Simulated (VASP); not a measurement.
GaN, 2 atoms in the cell. The structure is tetragonal, space group I-4m2 (No. 119). The conventional cell has a = 3.216 Å, b = 3.216 Å, c = 4.685 Å, α = 90.00°, β = 90.00°, γ = 90.00°. Within 2.6 Å of Ga (site symmetry -4m2) lie 4 N at 1.99 Å. N (site symmetry -4m2) has 4 Ga at 1.99 Å within 2.6 Å.  This cell differs from its parent crystal: strain +0.000 along x and y, +0.030 along z.

```yaml
Program: VASP 6.6.1
Task: single point
Functional: PBE
Potentials_or_basis: VASP PAW PBE potentials, release 64 (Ga_d, N)
Cutoff: 520 eV
k_mesh: 10 × 10 × 10
Occupations: gaussian, width 0.05 eV
Spin: no spin polarisation
Dipole_correction: no
Further_INCAR_settings: ALGO = Normal; EDIFF = 1e-07; NBANDS = 16
```

Potentials or basis: VASP PAW PBE potentials, release 64 (Ga_d, N).

Launch:

```sh
$ cat potpaw_PBE.64/Ga_d/POTCAR potpaw_PBE.64/N/POTCAR > POTCAR
$ mpirun -np 1 vasp_std > vasp.out
```

Hardware: 1 thread of Intel Xeon 8259CL, with other jobs on the host.

Problem. Estimate the wall time of this run.

Solution. It took 44 s on 1 thread of Intel Xeon 8259CL, with other jobs on the host, peak memory 0.17 GiB. Counts: scf iterations 13, k points 102.
